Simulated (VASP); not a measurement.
# Ga3BO3 (Pm-3m) in VASP: notebook

Runs on Ga3BO3. Level: PBE. Tasks: single point, relaxation of cell and atoms.

Everything below comes from runs of VASP 6.6.1. Logs are shortened: lines on timing, memory, paths and dates and some standing lists are left out, and cuts for length are marked.

## 1. The cell of the first run

It takes space group Pm-3m (No. 221, cubic). Conventional cell: a = 4.251 Å, b = 4.251 Å, c = 4.251 Å, α = 90.00°, β = 90.00°, γ = 90.00°. Ga (site symmetry 4/mmm) has 2 B at 2.13 Å and 4 O at 2.13 Å within 2.8 Å. Within 2.8 Å of B (site symmetry m-3m) lie 6 Ga at 2.13 Å. O (site symmetry 4/mmm) has 4 Ga at 2.13 Å within 2.8 Å.

## 2. Single point, PBE

Contents of INCAR:

```
SYSTEM = Ga3BO3
PREC = Accurate
ENCUT = 520
EDIFF = 1E-6
ISMEAR = 0
SIGMA = 0.1
LREAL = .FALSE.
LASPH = .TRUE.
NELM = 100
ALGO = Normal
ISIF = 2
LWAVE = .FALSE.
LCHARG = .FALSE.
GGA = PE
NBANDS = 39
```

Contents of KPOINTS:

```
Automatic mesh
0
G
  10 10 10
  0 0 0
```

Contents of POSCAR:

```
Ga3BO3
1.0
    4.2513989509      0.0000000000      0.0000000000
    0.0000000000      4.2513989509      0.0000000000
    0.0000000000      0.0000000000      4.2513989509
Ga B O
3 1 3
Direct
    0.5000000000      0.0000000000      0.0000000000
    0.0000000000      0.5000000000      0.0000000000
    0.0000000000      0.0000000000      0.5000000000
    0.0000000000      0.0000000000      0.0000000000
    0.0000000000      0.5000000000      0.5000000000
    0.5000000000      0.0000000000      0.5000000000
    0.5000000000      0.5000000000      0.0000000000
```

Potentials or basis: VASP PAW PBE potentials, release 64 (Ga_d, B, O).

Command:

```console
$ cat potpaw_PBE.64/Ga_d/POTCAR potpaw_PBE.64/B/POTCAR potpaw_PBE.64/O/POTCAR > POTCAR
$ mpirun -np 1 vasp_std > vasp.out
```

OUTCAR:

```text
SYSTEM = Ga3BO3
   PREC = Accurate
   ENCUT = 520
   EDIFF = 1E-6
   ISMEAR = 0
   LREAL = .FALSE.
   LASPH = .TRUE.
   NELM = 100
   ISIF = 2
   GGA = PE

 ion  position               nearest neighbor table
   1  0.500  0.000  0.000-   4 2.13   6 2.13   7 2.13   6 2.13   7 2.13   4 2.13
   2  0.000  0.500  0.000-   4 2.13   5 2.13   7 2.13   5 2.13   4 2.13   7 2.13
   3  0.000  0.000  0.500-   4 2.13   5 2.13   6 2.13   4 2.13   5 2.13   6 2.13
   4  0.000  0.000  0.000-   1 2.13   2 2.13   3 2.13   3 2.13   2 2.13   1 2.13
   5  0.000  0.500  0.500-   2 2.13   3 2.13   2 2.13   3 2.13
   6  0.500  0.000  0.500-   1 2.13   3 2.13   1 2.13   3 2.13
   7  0.500  0.500  0.000-   1 2.13   2 2.13   1 2.13   2 2.13

  LATTYP: Found a simple cubic cell.
 ALAT       =     4.2513989509

  Lattice vectors:

 A1 = (   4.2513989509,   0.0000000000,   0.0000000000)
 A2 = (   0.0000000000,   4.2513989509,   0.0000000000)
 A3 = (   0.0000000000,   0.0000000000,   4.2513989509)

Analysis of symmetry for initial positions (statically):
=====================================================================
 Subroutine PRICEL returns:
 Original cell was already a primitive cell.

 Routine SETGRP: Setting up the symmetry group for a
 simple cubic supercell.

 Subroutine GETGRP returns: Found 48 space group operations
 (whereof 48 operations were pure point group operations)
 out of a pool of 48 trial point group operations.

The static configuration has the point symmetry O_h .

Analysis of symmetry for dynamics (positions and initial velocities):
=====================================================================
 Subroutine PRICEL returns:
 Original cell was already a primitive cell.

 Routine SETGRP: Setting up the symmetry group for a
 simple cubic supercell.

 Subroutine GETGRP returns: Found 48 space group operations
 (whereof 48 operations were pure point group operations)
 out of a pool of 48 trial point group operations.

The dynamic configuration has the point symmetry O_h .

 Subroutine INISYM returns: Found 48 space group operations
 (whereof 48 operations are pure point group operations),
 and found     1 'primitive' translations

----------------------------------------------------------------------------------------

                                     Primitive cell

  volume of cell :      76.8415

  direct lattice vectors                    reciprocal lattice vectors
     4.251398951  0.000000000  0.000000000     0.235216693  0.000000000  0.000000000
     0.000000000  4.251398951  0.000000000     0.000000000  0.235216693  0.000000000
     0.000000000  0.000000000  4.251398951     0.000000000  0.000000000  0.235216693

  length of vectors
     4.251398951  4.251398951  4.251398951     0.235216693  0.235216693  0.235216693

  position of ions in fractional coordinates (direct lattice)
     0.500000000  0.000000000  0.000000000
     0.000000000  0.500000000  0.000000000
     0.000000000  0.000000000  0.500000000
     0.000000000  0.000000000  0.000000000
     0.000000000  0.500000000  0.500000000
     0.500000000  0.000000000  0.500000000
     0.500000000  0.500000000  0.000000000

  ion indices of the primitive-cell ions
   primitive index   ion index
                 1           1
                 2           2
                 3           3
                 4           4
                 5           5
                 6           6
                 7           7

----------------------------------------------------------------------------------------

 KPOINTS: Automatic mesh

Automatic generation of k-mesh.
 Grid dimensions read from file:
 generate k-points for:   10   10   10

 Generating k-lattice:

  Cartesian coordinates                     Fractional coordinates (reciprocal lattice)
     0.023521669  0.000000000  0.000000000     0.100000000  0.000000000  0.000000000
     0.000000000  0.023521669  0.000000000     0.000000000  0.100000000  0.000000000
     0.000000000  0.000000000  0.023521669     0.000000000  0.000000000  0.100000000

  Length of vectors
     0.023521669  0.023521669  0.023521669

  Shift w.r.t. Gamma in fractional coordinates (k-lattice)
     0.000000000  0.000000000  0.000000000

 Subroutine IBZKPT returns following result:
 ===========================================

 Found     56 irreducible k-points:

 Following reciprocal coordinates:
            Coordinates               Weight
  0.000000  0.000000  0.000000      1.000000
  0.100000  0.000000  0.000000      6.000000
  0.200000  0.000000  0.000000      6.000000
  0.300000  0.000000  0.000000      6.000000
  0.400000  0.000000  0.000000      6.000000
  0.500000  0.000000  0.000000      3.000000
[... 16 lines left out ...]
  0.200000  0.100000  0.100000     24.000000
  0.300000  0.100000  0.100000     24.000000
 [... further k-points ...]
   k-points           NKPTS =     56   k-points in BZ     NKDIM =     56   number of bands    NBANDS=     39
[... 39 lines left out ...]
  Fermi-wavevector in a.u.,A,eV,Ry     =   1.507509  2.848780 30.920394  2.272585
  Thomas-Fermi vector in A             =   2.618086
   LORBIT       =      0    0 simple, 1 ext, 2 COOP (PROOUT), +10 PAW based schemes
   GGA     = PE    functional components
   LHFCALC =     F    Hartree Fock is set to
   AEXX    =    0.0000 exact exchange contribution
   IVDW    =     0    specifies the selected vdW correction
   LEPSILON=     F    determine dielectric tensor
   LRPA    =     F    only Hartree local field effects (RPA)
 non-spin polarized calculation
 Gauss-broadening in eV      SIGMA  =   0.10
  energy-cutoff  :      520.00
  volume of cell :       76.84
 maximum number of plane-waves:      2103
 NGX is ok and might be reduce to    32
   NGX = 15   NGY = 15   NGZ = 15

 number of electron      59.9999960 magnetization

 Free energy of the ion-electron system (eV)
  ---------------------------------------------------
  ext. energy  EPLUGINS =         0.00000000
  ---------------------------------------------------
  free energy    TOTEN  =       -33.58293875 eV

  energy without entropy =      -33.55668046  energy(sigma->0) =      -33.56980960

 E-fermi :   4.4596     XC(G=0): -11.6732

 val. band max:        4.4551614220   @ k =   0.4000   0.3000   0.2000
 cond. band min:       4.4655982608   @ k =   0.3000   0.2000   0.1000
 fundamental gap:      0.0104368388
 Fermi energy:         4.4595948146

 k-point     1 :       0.0000    0.0000    0.0000
  band No.  band energies     occupation
      1     -13.7303      2.00000
      2     -12.7974      2.00000
      3     -12.7974      2.00000
      4      -9.9956      2.00000
      5      -9.5713      2.00000
      6      -9.5713      2.00000
[... 31 lines left out ...]
     38      15.6561      0.00000
     39      16.6698      0.00000

 k-point     2 :       0.1000    0.0000    0.0000
  band No.  band energies     occupation
      1     -13.6969      2.00000
      2     -12.8079      2.00000
      3     -12.7754      2.00000
      4      -9.9793      2.00000
      5      -9.5702      2.00000
      6      -9.5648      2.00000
[... 31 lines left out ...]
     38      15.5798      0.00000
     39      16.6544      0.00000

 k-point     3 :       0.2000    0.0000    0.0000
  band No.  band energies     occupation
      1     -13.6020      2.00000
      2     -12.8417      2.00000
      3     -12.7163      2.00000
      4      -9.9339      2.00000
      5      -9.5672      2.00000
      6      -9.5452      2.00000
[... 31 lines left out ...]
     38      15.1455      0.00000
     39      16.5470      0.00000

 k-point     4 :       0.3000    0.0000    0.0000
  band No.  band energies     occupation
      1     -13.4608      2.00000
      2     -12.9042      2.00000
      3     -12.6394      2.00000
      4      -9.8713      2.00000
      5      -9.5635      2.00000
      6      -9.5134      2.00000
[... 31 lines left out ...]
     38      14.4032      0.00000
     39      15.4174      0.00000
[... 754 lines left out ...]
     38      15.5633      0.00000
     39      16.4445      0.00000

 k-point    23 :       0.2000    0.1000    0.1000
  band No.  band energies     occupation
      1     -13.5382      2.00000
      2     -12.8106      2.00000
      3     -12.7197      2.00000
      4      -9.9050      2.00000
      5      -9.5582      2.00000
      6      -9.5392      2.00000
[... 31 lines left out ...]
     38      15.3483      0.00000
     39      16.2527      0.00000

 k-point    24 :       0.3000    0.1000    0.1000
  band No.  band energies     occupation
      1     -13.4004      2.00000
      2     -12.8684      2.00000
      3     -12.6416      2.00000
      4      -9.8458      2.00000
      5      -9.5537      2.00000
      6      -9.5172      2.00000
[... 31 lines left out ...]
     38      14.8388      0.00000
     39      15.9589      0.00000

 [... further k-points ...]
[... 5 lines left out ...]
  --------------------------------------------------------------------------------------
  -------------------------------------------------------------------------------------
  Total        0.2154201      0.2154201      0.2154201     -0.0000000     -0.0000000      0.0000000
  in kB        4.4916006      4.4916006      4.4916006     -0.0000000     -0.0000000      0.0000000
  external PRESSURE =       4.4916006 kB  Pullay stress =       0.0000000 kB

 VOLUME and BASIS-vectors are now :
 -----------------------------------------------------------------------------
  energy-cutoff  :      520.00
  volume of cell :       76.84
      direct lattice vectors                 reciprocal lattice vectors
     4.251398951  0.000000000  0.000000000     0.235216693  0.000000000  0.000000000
     0.000000000  4.251398951  0.000000000     0.000000000  0.235216693  0.000000000
     0.000000000  0.000000000  4.251398951     0.000000000  0.000000000  0.235216693

 POSITION                                       TOTAL-FORCE (eV/Angst)
 -----------------------------------------------------------------------------------
      2.12570      0.00000      0.00000         0.000000      0.000000      0.000000
      0.00000      2.12570      0.00000         0.000000      0.000000      0.000000
      0.00000      0.00000      2.12570         0.000000      0.000000      0.000000
      0.00000      0.00000      0.00000         0.000000      0.000000      0.000000
      0.00000      2.12570      2.12570         0.000000      0.000000      0.000000
      2.12570      0.00000      2.12570         0.000000      0.000000      0.000000
      2.12570      2.12570      0.00000         0.000000      0.000000      0.000000
 -----------------------------------------------------------------------------------
    total drift:                                0.000000      0.000000     -0.000000

  FREE ENERGIE OF THE ION-ELECTRON SYSTEM (eV)
  ---------------------------------------------------
  free  energy   TOTEN  =       -33.5829387504 eV

  energy  without entropy=      -33.5566804552  energy(sigma->0) =      -33.56980960
```

Run time: 79 s. Hardware: 1 thread of Intel Xeon Platinum 8488C (Sapphire Rapids), shared host; peak memory 0.27 GiB.

Results:

| Item | Value |
| --- | --- |
| Free energy | -33.5829 eV |
| Pressure | 0.4 GPa |
| Band gap on the k mesh | zero (band 30 reaches 5.74 eV, above the bottom of band 31 at 3.87 eV) |

## 3. Relaxation of cell and atoms, PBE

Contents of INCAR:

```
PREC = Accurate ; ENCUT = 600
EDIFF = 1E-6 ; ISMEAR = 0
SIGMA = 0.1 ; LREAL = False
LASPH = True ; NELM = 100
ALGO = Normal ; ISIF = 3
LWAVE = False ; LCHARG = False
GGA = PE ; IBRION = 2
NSW = 100 ; EDIFFG = -0.01
```

Contents of KPOINTS:

```
Automatic mesh
0
Gamma
  10 10 10
```

POSCAR is that of step 2.

Potentials or basis: VASP PAW PBE potentials, release 64 (Ga_d, B, O).

Command:

```console
$ cat potpaw_PBE.64/Ga_d/POTCAR potpaw_PBE.64/B/POTCAR potpaw_PBE.64/O/POTCAR > POTCAR
$ mpirun -np 1 vasp_std > vasp.out
```

Wall time 3.3 min (1 thread of Intel Xeon Platinum 8488C (Sapphire Rapids), shared host); peak memory 0.31 GiB.

The run converged. Its results:

- Free energy: -33.5899 eV
- Relaxed volume: 11.01 Å³/atom
- Relaxed cell: a = 4.256 Å, b = 4.256 Å, c = 4.256 Å, α = 90.00°, β = 90.00°, γ = 90.00°
- Space group after relaxing (to 0.05 Å): Pm-3m (No. 221)
- Energy gained by relaxing: 0.0 meV/atom
- Ionic steps: 2
- Pressure after relaxing: -0.1 GPa
- Band gap on the k mesh: zero (band 30 reaches 5.70 eV, above the bottom of band 31 at 3.84 eV)

The path:
```
step  energy change (eV)  largest force (eV/Å)  pressure (GPa)  volume (Å³)
   1              0.0000                0.0000            0.31        76.84
   2             -0.0002                0.0000           -0.08        77.08
```

Final structure:
```
Ga B O
1.0
     4.25577    0.00000    0.00000
     0.00000    4.25577    0.00000
     0.00000    0.00000    4.25577
Ga B O
3 1 3
Direct
  0.50000 0.00000 0.00000
  0.00000 0.50000 0.00000
  0.00000 0.00000 0.50000
  0.00000 0.00000 0.00000
  0.00000 0.50000 0.50000
  0.50000 0.00000 0.50000
  0.50000 0.50000 0.00000
```

Levels at points of the mesh, in eV from the Fermi level:
| k point | band 28 | band 29 | band 30 | band 31 | band 32 | band 33 |
| --- | --- | --- | --- | --- | --- | --- |
| (0.00, 0.00, 0.00) | -0.83 | 0.14 | 0.14 | 0.14 | 0.28 | 0.28 |
| (0.50, 0.00, 0.00) | -0.85 | -0.85 | -0.58 | -0.58 | 3.75 | 4.61 |
| (0.50, 0.50, 0.00) | -1.20 | -0.29 | 0.27 | 0.27 | 5.50 | 5.66 |
| (0.50, 0.50, 0.50) | -0.17 | 1.28 | 1.28 | 1.28 | 4.58 | 4.58 |

## 4. Single point, PBE

Contents of INCAR:

```
SYSTEM = Ga3BO3
PREC     = Accurate       ! precision mode
ENCUT    = 520            ! plane-wave cutoff, eV
EDIFF    = 1E-6           ! SCF threshold, eV
ISMEAR   = 0              ! smearing method
SIGMA    = 0.1            ! smearing width, eV
LREAL    = .False.        ! projectors in reciprocal space
LASPH    = .True.         ! aspherical terms in the spheres
NELM     = 100            ! most SCF steps
ALGO     = Normal         ! electronic algorithm
ISIF     = 2              ! what is computed and relaxed
LWAVE    = .False.        ! write WAVECAR
LCHARG   = .False.        ! write CHGCAR
GGA      = PE             ! functional
NBANDS   = 39             ! bands
```

Contents of KPOINTS:

```
Automatic mesh
0
Gamma
  4 4 4
  0 0 0
```

POSCAR is that of step 3.

Command:

```console
$ cat potpaw_PBE.64/Ga_d/POTCAR potpaw_PBE.64/B/POTCAR potpaw_PBE.64/O/POTCAR > POTCAR
$ mpirun -np 1 vasp_std > vasp.out
```

Run time: 24 s. Hardware: 1 thread of Intel Xeon Platinum 8488C (Sapphire Rapids), shared host; peak memory 0.18 GiB.

It converged, with:

- Free energy: -33.6158 eV
- Pressure: 0.5 GPa
- Band gap on the k mesh: zero (band 30 reaches 5.73 eV, above the bottom of band 31 at 3.85 eV)

Levels at points of the mesh, in eV from the Fermi level:
```tsv
k point	band 27	band 28	band 29	band 30	band 31	band 32
(0.00, 0.00, 0.00)	-0.86	-0.86	0.07	0.07	0.07	0.23
(0.50, 0.00, 0.00)	-1.44	-0.87	-0.87	-0.66	-0.66	3.74
(0.50, 0.50, 0.00)	-1.57	-1.22	-0.30	0.22	0.22	5.48
(0.50, 0.50, 0.50)	-0.18	-0.18	1.22	1.22	1.22	4.54
```

Caveat: the k points lie up to 0.37 Å⁻¹ apart.

## 5. Relaxation of cell and atoms, PBE

This run uses another cell than the first one, of 13.31 Å³/atom, 1.213 times its volume.

Contents of INCAR:

```
  PREC = Accurate
  ENCUT = 600
  EDIFF = 1E-6
  ISMEAR = 0
  SIGMA = 0.1
  LREAL = F
  LASPH = T
  NELM = 100
  ALGO = Normal
  ISIF = 3
  LWAVE = F
  LCHARG = F
  GGA = PE
  IBRION = 2
  NSW = 90
  EDIFFG = -0.04
```

Contents of KPOINTS:

```
Automatic mesh
0
Gamma
  4 4 4
```

Changes to POSCAR since step 4:

```diff
@@ -2,5 +2,5 @@
 1.0
-    4.2513989509      0.0000000000      0.0000000000
-    0.0000000000      4.2513989509      0.0000000000
-    0.0000000000      0.0000000000      4.2513989509
+    4.5337374400      0.0000000000      0.0000000000
+    0.0000000000      4.5337374400      0.0000000000
+    0.0000000000      0.0000000000      4.5337374400
 Ga B O
```

Command:

```console
$ cat potpaw_PBE.64/Ga_d/POTCAR potpaw_PBE.64/B/POTCAR potpaw_PBE.64/O/POTCAR > POTCAR
$ mpirun -np 1 vasp_std > vasp.out
```

It took 83 s on 1 thread of Intel Xeon Platinum 8488C (Sapphire Rapids), shared host; peak memory 0.23 GiB.

It converged, with:

| Item | Value |
| --- | --- |
| Free energy | -33.6524 eV |
| Relaxed volume | 11.01 Å³/atom |
| Relaxed cell | a = 4.255 Å, b = 4.255 Å, c = 4.255 Å, α = 90.00°, β = 90.00°, γ = 90.00° |
| Space group after relaxing (to 0.05 Å) | Pm-3m (No. 221) |
| Energy gained by relaxing | 153.1 meV/atom |
| Ionic steps | 3 |
| Pressure after relaxing | -0.1 GPa |
| Band gap on the k mesh | zero (band 30 reaches 5.70 eV, above the bottom of band 31 at 3.82 eV) |

Step by step:
| step | energy change (eV) | largest force (eV/Å) | pressure (GPa) | volume (Å³) |
| --- | --- | --- | --- | --- |
| 1 | 0.0000 | 0.0000 | -17.88 | 93.19 |
| 2 | -1.0324 | 0.0000 | 5.21 | 74.56 |
| 3 | -1.0718 | 0.0000 | -0.06 | 77.04 |

Final structure:
```yaml
crystal:
  lattice:
    - [4.25513, 0.00000, 0.00000]
    - [0.00000, 4.25513, 0.00000]
    - [0.00000, 0.00000, 4.25513]
  atoms:
    - { symbol: Ga, position: [0.50000, 0.00000, 0.00000] }
    - { symbol: Ga, position: [0.00000, 0.50000, 0.00000] }
    - { symbol: Ga, position: [0.00000, 0.00000, 0.50000] }
    - { symbol: B, position: [0.00000, 0.00000, 0.00000] }
    - { symbol: O, position: [0.00000, 0.50000, 0.50000] }
    - { symbol: O, position: [0.50000, 0.00000, 0.50000] }
    - { symbol: O, position: [0.50000, 0.50000, 0.00000] }
```

Levels at points of the mesh, in eV from the Fermi level:
| k point | band 27 | band 28 | band 29 | band 30 | band 31 | band 32 |
| --- | --- | --- | --- | --- | --- | --- |
| (0.00, 0.00, 0.00) | -0.85 | -0.85 | 0.07 | 0.07 | 0.07 | 0.22 |
| (0.50, 0.00, 0.00) | -1.43 | -0.86 | -0.86 | -0.66 | -0.66 | 3.72 |
| (0.50, 0.50, 0.00) | -1.57 | -1.21 | -0.30 | 0.22 | 0.22 | 5.46 |
| (0.50, 0.50, 0.50) | -0.18 | -0.18 | 1.22 | 1.22 | 1.22 | 4.54 |

Caveat: the volume moved by over 15 % at a fixed basis, so the end points are rough.

## 6. Overview

| task | cell | k mesh | cutoff (eV) | gap on the mesh (eV) | pressure (GPa) | relaxed volume (Å³/atom) |
| --- | --- | --- | --- | --- | --- | --- |
| single point | a = 4.251 Å, 7 atoms | 10 × 10 × 10 | 520 | none | 0.4 | - |
| relaxation of cell and atoms | relaxed from a = 4.251 Å, 7 atoms | 10 × 10 × 10 | 600 | none | -0.1 | 11.01 |
| single point | a = 4.251 Å, 7 atoms | 4 × 4 × 4 | 520 | none | 0.5 | - |
| relaxation of cell and atoms | relaxed from a = 4.534 Å, 7 atoms | 4 × 4 × 4 | 600 | none | -0.1 | 11.01 |

Alike in all rows: level PBE; potentials or basis VASP PAW PBE potentials, release 64 (Ga_d, B, O); no spin polarisation; smearing gaussian 0.1 eV.

Caveats: some runs use coarse meshes; the volume moved by over 15 % at a fixed basis, so the end points are rough (some runs).

Absolute energies hang on the potentials; compare differences alone.
